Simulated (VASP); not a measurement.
A run of VASP 6.6.1:

File INCAR:

```
SYSTEM = CoSi2
PREC = Accurate
ENCUT = 520
EDIFF = 1E-6
ISMEAR = 0
SIGMA = 0.1
LREAL = .FALSE.
LASPH = .TRUE.
NELM = 80
ALGO = Normal
ISIF = 2
LWAVE = .FALSE.
LCHARG = .TRUE.
GGA = PE
LELF = .TRUE.
LVHAR = .TRUE.
NBANDS = 26
```

File KPOINTS:

```
Automatic mesh
0
G
  10 10 8
  0 0 0
```

File POSCAR:

```
CoSi2
1.0
    2.7603372301      2.7603372301      0.0000000000
   -2.7603372301      2.7603372301      0.0000000000
    0.0000000000      0.0000000000      5.2634003106
Co Si
2 4
Direct
    0.0000000000      0.0000000000      0.0000000000
    0.5000000000      0.5000000000      0.5000000000
    0.0000000000      0.5000000000      0.7500000000
    0.5000000000      0.0000000000      0.7500000000
    0.5000000000      0.0000000000      0.2500000000
    0.0000000000      0.5000000000      0.2500000000
```

Potentials or basis: VASP PAW PBE potentials, release 64 (Co, Si).

Launch:

```sh
$ cat potpaw_PBE.64/Co/POTCAR potpaw_PBE.64/Si/POTCAR > POTCAR
$ mpirun -np 1 vasp_std > vasp.out
```

Hardware: 1 thread of Intel(R) Xeon(R) Platinum 8259CL CPU @ 2.50GHz (Skylake/Cascade Lake), with other jobs on the host.

Question: How long does it take, and how much memory?

Answer: It took 3.6 min on 1 thread of Intel(R) Xeon(R) Platinum 8259CL CPU @ 2.50GHz (Skylake/Cascade Lake), on a shared host, peak memory 0.3 GiB. Counts: scf iterations 15, k points 105.
